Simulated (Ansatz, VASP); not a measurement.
# Two plane-wave programs on In3Se

```xyz
4
Lattice="4.8356 0.0000 0.0000 0.0000 4.8356 0.0000 0.0000 0.0000 4.8356" Properties=species:S:1:pos:R:3 pbc="T T T"
In    2.4178    2.4178    0.0000
In    2.4178    0.0000    2.4178
In    0.0000    2.4178    2.4178
Se    0.0000    0.0000    0.0000
```

Alike in both runs: task single point; functional r2SCAN; k mesh 6 × 6 × 6; occupations fermi-dirac, width 0.05 eV; no spin polarisation.

|  | VASP | Ansatz |
| --- | --- | --- |
| version | VASP 6.6.1 | Ansatz 0.2.0 |
| potentials or method | VASP PAW PBE potentials, release 64 (In_d, Se) | Ansatz PAW |
| plane-wave cutoff (eV) | 520 | 500 |
| valence electrons in the cell | 45 | 55 |

```csv
,VASP,Ansatz,Ansatz less VASP
gap on the k mesh at the Fermi level (eV),none,none,-
pressure (GPa),-1.8,-1.8,+0.02
```

VASP's potentials were made for PBE, not for r2SCAN. A gap of «none» marks a metal or a gap that the smearing closes. VASP's potentials hold 45 valence electrons a cell and Ansatz's 55, so a difference there can come from the potentials and not from the codes.
